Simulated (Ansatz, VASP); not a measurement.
## Two plane-wave programs on RbBr

Contents of INCAR:

```
SYSTEM = RbBr
  PREC = Accurate
  ENCUT = 520
  EDIFF = 1E-6
  ISMEAR = 0
  SIGMA = 0.01
  LREAL = .False.
  LASPH = .True.
  NELM = 60
  ALGO = Normal
  ISIF = 2
  LWAVE = .False.
  LCHARG = .True.
  GGA = PE
  LELF = .True.
  LVHAR = .True.
  NBANDS = 15
```

File KPOINTS:

```
Automatic mesh
0
Gamma
  6 6 6
  0 0 0
```

The input POSCAR:

```
RbBr
1.0
    0.0000000000      3.4371103020      3.4371103020
    3.4371103020      0.0000000000      3.4371103020
    3.4371103020      3.4371103020      0.0000000000
Rb Br
1 1
Direct
    0.0000000000      0.0000000000      0.0000000000
    0.5000000000      0.5000000000      0.5000000000
```

Input for Ansatz:

```yaml
crystal:
  lattice:
    - [0.0, 3.437110302, 3.437110302]
    - [3.437110302, 0.0, 3.437110302]
    - [3.437110302, 3.437110302, 0.0]
  atoms:
    - { symbol: Rb, position: [0.0, 0.0, 0.0] }
    - { symbol: Br, position: [0.5, 0.5, 0.5] }
kpoints:
  mp_grid: { grid: [6, 6, 6] }
hamiltonian:
  xc: pbe
scf:
  occupations: { method: fixed }
  n_extra_bands: 4
output:
  forces: true
  stress: true
  eigenvalues: true
```

Alike in both runs: task single point; functional PBE; k mesh 6 × 6 × 6; no spin polarisation.

|  | VASP | Ansatz |
| --- | --- | --- |
| version | VASP 6.6.1 | Ansatz 0.2.0 |
| potentials or method | VASP PAW PBE potentials, release 64 (Rb_sv, Br) | plane waves, PAW |
| plane-wave cutoff (eV) | 520 | 420 |
| occupations | gaussian, width 0.01 eV | fixed |
| valence electrons in the cell | 16 | 16 |

|  | VASP | Ansatz | Ansatz less VASP |
| --- | --- | --- | --- |
| gap on the k mesh at the Fermi level (eV) | 4.34 | 4.34 | +0.003 |
| pressure (GPa) | 0.9 | 0.9 | -0.02 |
